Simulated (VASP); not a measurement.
Runs of VASP 6.6.1 on In3Se. The structure is that of space group Cmmm (No. 65), or close to it. The cells are those of the table. 

```tsv
cell	gap on the mesh (eV)	pressure (GPa)
a = 5.432, b = 5.432, c = 4.701 Å, angles 90.0, 90.0, 101.2°, 4 atoms	none	-4.8
a = 4.380, b = 4.380, c = 4.701 Å, angles 90.0, 90.0, 103.9°, 4 atoms	none	13.3
a = 5.417, b = 5.417, c = 4.701 Å, angles 90.0, 90.0, 97.5°, 4 atoms	none	(a)
a = 4.405, b = 4.405, c = 4.701 Å, angles 90.0, 90.0, 108.4°, 4 atoms	none	17.6
a = 5.452, b = 5.452, c = 4.701 Å, angles 90.0, 90.0, 104.9°, 4 atoms	none	(b)
```

Alike in all rows: task single point; level PBE+D3(BJ); potentials or basis VASP PAW PBE potentials, release 64 (In_d, Se); no spin polarisation; k mesh 8 × 8 × 8; cutoff (eV) 520; smearing gaussian 0.15 eV.

Estimate the missing entries.

(a) -3.5; (b) -5.1.

Caveats: spin-orbit coupling is left out, which moves the levels of the heavy elements; the cell stands under tension (at least some runs); the stress differs along the axes, from 8 to 16 GPa (at least some runs); the stress differs along the axes, from 9 to 22 GPa (at least some runs).

A k mesh can miss the band edges, and the runs leave out spin-orbit coupling on In, Se.

A gap of «none» marks levels without a gap at the run's occupations.
